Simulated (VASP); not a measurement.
# CdTe (F-43m) in VASP: notebook, part 2 of 2

VASP 6.6.1. The steps go on from the part before.

### 3 Single point, HSE06

This run uses another cell than the first one, of 35.50 Å³/atom, 1.006 times its volume.

POSCAR reads:

```
CdTe
1.0
    0.0000000000      3.2866648936      3.2866648936
    3.2866648936      0.0000000000      3.2866648936
    3.2866648936      3.2866648936      0.0000000000
Cd Te
1 1
Direct
    0.0000000000      0.0000000000      0.0000000000
    0.2500000000      0.2500000000      0.2500000000
```

INCAR.step1 reads:

```
SYSTEM = CdTe
ALGO = Normal ; EDIFF = 1E-5
ENCUT = 520 ; GGA = PE
ISIF = 2 ; ISMEAR = -1
LASPH = .True. ; LREAL = .False.
LWAVE = .True. ; NBANDS = 16
NELM = 100 ; PREC = Accurate
SIGMA = 0.02
```

INCAR.step2 reads:

```
SYSTEM = CdTe
ALGO = Normal ; EDIFF = 1E-6
ENCUT = 520 ; GGA = PE
HFSCREEN = 0.2079 ; ISIF = 2
ISMEAR = -1 ; ISTART = 1
LASPH = .True. ; LCHARG = .True.
LELF = .True. ; LHFCALC = .True.
LREAL = .False. ; LVHAR = .True.
LWAVE = .False. ; NBANDS = 16
NELM = 100 ; PREC = Accurate
PRECFOCK = Normal ; SIGMA = 0.02
```

KPOINTS reads:

```
k-points
0
Gamma
  4 4 4
  0 0 0
```

Potentials or basis: VASP PAW PBE potentials, release 64 (Cd, Te).

On the command line:

```console
$ cat potpaw_PBE.64/Cd/POTCAR potpaw_PBE.64/Te/POTCAR > POTCAR
$ cp INCAR.step1 INCAR
$ mpirun -np 1 vasp_std > vasp.out
$ cp INCAR.step2 INCAR
$ mpirun -np 1 vasp_std > vasp.out
```

OUTCAR:

```text
SYSTEM = CdTe
   EDIFF = 1E-6
   ENCUT = 520
   GGA = PE
   HFSCREEN = 0.2079
   ISIF = 2
   ISMEAR = -1
   ISTART = 1
   LASPH = .True.
   LHFCALC = .True.
   LREAL = .False.
   NELM = 100
   PREC = Accurate
   PRECFOCK = Normal

 ion  position               nearest neighbor table
   1  0.000  0.000  0.000-   2 2.85   2 2.85   2 2.85   2 2.85
   2  0.250  0.250  0.250-   1 2.85   1 2.85   1 2.85   1 2.85

  LATTYP: Found a face centered cubic cell.
 ALAT       =     6.5733297872

  Lattice vectors:

 A1 = (   0.0000000000,   3.2866648936,   3.2866648936)
 A2 = (   3.2866648936,   0.0000000000,   3.2866648936)
 A3 = (   3.2866648936,   3.2866648936,   0.0000000000)

Analysis of symmetry for initial positions (statically):
=====================================================================
 Subroutine PRICEL returns:
 Original cell was already a primitive cell.

 Routine SETGRP: Setting up the symmetry group for a
 face centered cubic supercell.

 Subroutine GETGRP returns: Found 24 space group operations
 (whereof 24 operations were pure point group operations)
 out of a pool of 48 trial point group operations.

The static configuration has the point symmetry T_d .

Analysis of symmetry for dynamics (positions and initial velocities):
=====================================================================
 Subroutine PRICEL returns:
 Original cell was already a primitive cell.

 Routine SETGRP: Setting up the symmetry group for a
 face centered cubic supercell.

 Subroutine GETGRP returns: Found 24 space group operations
 (whereof 24 operations were pure point group operations)
 out of a pool of 48 trial point group operations.

The dynamic configuration has the point symmetry T_d .

 Subroutine INISYM returns: Found 24 space group operations
 (whereof 24 operations are pure point group operations),
 and found     1 'primitive' translations
[... 101 lines left out ...]
  Thomas-Fermi vector in A             =   2.170471
   LORBIT       =      0    0 simple, 1 ext, 2 COOP (PROOUT), +10 PAW based schemes
   GGA     = PE    functional components
   LHFCALC =     T    Hartree Fock is set to
   PRECFOCK=normal    Normal, Fast or Accurate (Low or Medium for compatibility)
   ENCUT4O =  -1.0   cutoff for four orbital integrals eV
   NKREDX  =     1    reduce k-point grid by
   NKREDY  =     1    reduce k-point grid by
   NKREDZ  =     1    reduce k-point grid by
   AEXX    =    0.2500 exact exchange contribution
   HFSCREEN=    0.2079 screening length (either q_TF or 0.3 A-1)
   HFSCREENC=   0.2079 screening length for correlation (either q_TF or 0.3 A-1)
   ENCUTFOCK=  -1.0 apply spherical cutoff to Coloumb kernel
   IVDW    =     0    specifies the selected vdW correction
   LEPSILON=     F    determine dielectric tensor
   LRPA    =     F    only Hartree local field effects (RPA)
 non-spin polarized calculation
  energy-cutoff  :      520.00
  volume of cell :       71.01
 maximum number of plane-waves:      1924
 NGX is ok and might be reduce to    36
  NGX = 28; NGY = 28; NGZ = 28

 number of electron      18.0000006 magnetization

 Free energy of the ion-electron system (eV)
  ---------------------------------------------------
  ext. energy  EPLUGINS =         0.00000000
  ---------------------------------------------------
  free energy    TOTEN  =        -5.99453911 eV

  energy without entropy =       -5.99453911  energy(sigma->0) =       -5.99453911

 E-fermi :   1.9610     XC(G=0):  -7.0121

 val. band max:        1.4766916064   @ k =   0.0000   0.0000   0.0000
 cond. band min:       2.9005237520   @ k =   0.0000   0.0000   0.0000
 fundamental gap:      1.4238321456
 Fermi energy:         1.9610472613

 k-point     1 :       0.0000    0.0000    0.0000
  band No.  band energies     occupation
      1     -10.4031      2.00000
      2      -8.0007      2.00000
      3      -8.0007      2.00000
      4      -8.0007      2.00000
      5      -7.7679      2.00000
      6      -7.7679      2.00000
[... 129 lines left out ...]
      3      -7.8852      2.00000
      4      -7.7941      2.00000
      5      -7.7661      2.00000
      6      -7.1150      2.00000
[... 8 lines left out ...]
     15      13.5541      0.00000
     16      13.6983      0.00000

------------------------ aborting loop because EDIFF is reached ----------------------------------------

  FORCE on cell =-STRESS in cart. coord.  units (eV):
  Direction    XX          YY          ZZ          XY          YZ          ZX
  --------------------------------------------------------------------------------------
  -------------------------------------------------------------------------------------
  Total       -0.0162900     -0.0162900     -0.0162900     -0.0000000      0.0000000     -0.0000000
  in kB       -0.3675655     -0.3675655     -0.3675655     -0.0000000      0.0000000     -0.0000000
  external PRESSURE =      -0.3675655 kB  Pullay stress =       0.0000000 kB

 VOLUME and BASIS-vectors are now :
 -----------------------------------------------------------------------------
  energy-cutoff  :      520.00
  volume of cell :       71.01
      direct lattice vectors                 reciprocal lattice vectors
     0.000000000  3.286664894  3.286664894    -0.152129900  0.152129900  0.152129900
     3.286664894  0.000000000  3.286664894     0.152129900 -0.152129900  0.152129900
     3.286664894  3.286664894  0.000000000     0.152129900  0.152129900 -0.152129900

 POSITION                                       TOTAL-FORCE (eV/Angst)
 -----------------------------------------------------------------------------------
      0.00000      0.00000      0.00000         0.000000      0.000000      0.000000
      1.64333      1.64333      1.64333        -0.000000     -0.000000     -0.000000
 -----------------------------------------------------------------------------------
    total drift:                               -0.000002      0.000007     -0.000000

  FREE ENERGIE OF THE ION-ELECTRON SYSTEM (eV)
  ---------------------------------------------------
  free  energy   TOTEN  =        -5.9945391069 eV

  energy  without entropy=       -5.9945391069  energy(sigma->0) =       -5.99453911
```

OSZICAR.step1:

```text
N       E                     dE             d eps       ncg     rms          rms(c)
DAV:   1     0.100844007285E+03    0.10084E+03   -0.83334E+03   256   0.975E+02
DAV:   2    -0.135326408975E+01   -0.10220E+03   -0.97656E+02   328   0.234E+02
DAV:   3    -0.496075365964E+01   -0.36075E+01   -0.36036E+01   296   0.459E+01
DAV:   4    -0.499629361399E+01   -0.35540E-01   -0.35538E-01   400   0.400E+00
DAV:   5    -0.499637779825E+01   -0.84184E-04   -0.84184E-04   328   0.179E-01    0.510E+00
DAV:   6    -0.476446441312E+01    0.23191E+00   -0.39128E-01   320   0.718E+00    0.426E+00
DAV:   7    -0.474742808321E+01    0.17036E-01   -0.11340E-01   272   0.212E+00    0.168E+00
DAV:   8    -0.474862779830E+01   -0.11997E-02   -0.10914E-02   288   0.115E+00    0.490E-01
DAV:   9    -0.474905033263E+01   -0.42253E-03   -0.93863E-04   288   0.304E-01    0.112E-01
DAV:  10    -0.474913867973E+01   -0.88347E-04   -0.12550E-04   312   0.972E-02    0.535E-02
DAV:  11    -0.474918860411E+01   -0.49924E-04   -0.90274E-05   288   0.546E-02    0.362E-02
DAV:  12    -0.474918733272E+01    0.12714E-05   -0.34263E-06   248   0.138E-02
   1 F= -.47491873E+01 E0= -.47491873E+01  d E =-.527596E-08
```

It took 5.5 min on 1 thread of Intel Xeon 6975P-C (Granite Rapids), shared host; peak memory 0.32 GiB.

Results:

- Free energy: -5.9945 eV
- Pressure: 0.0 GPa
- Band gap on the k mesh: 1.42 eV, direct

Levels at points of the mesh, in eV from the valence-band top:
| k point | band 6 | band 7 | band 8 | band 9 | band 10 | band 11 | band 12 | band 13 |
| --- | --- | --- | --- | --- | --- | --- | --- | --- |
| (0.00, 0.00, 0.00) | -9.24 | 0.00 | 0.00 | 0.00 | 1.42 | 5.49 | 5.49 | 5.49 |
| (0.50, 0.00, 0.00) | -8.83 | -4.48 | -0.76 | -0.76 | 2.57 | 6.06 | 6.06 | 7.93 |
| (0.50, 0.50, 0.00) | -8.66 | -4.38 | -1.85 | -1.85 | 3.36 | 3.47 | 9.73 | 10.14 |

Caveat: the PAW data sets were made with another functional, which shifts forces and pressure a little; spin-orbit coupling is left out, which moves the levels of the heavy elements.
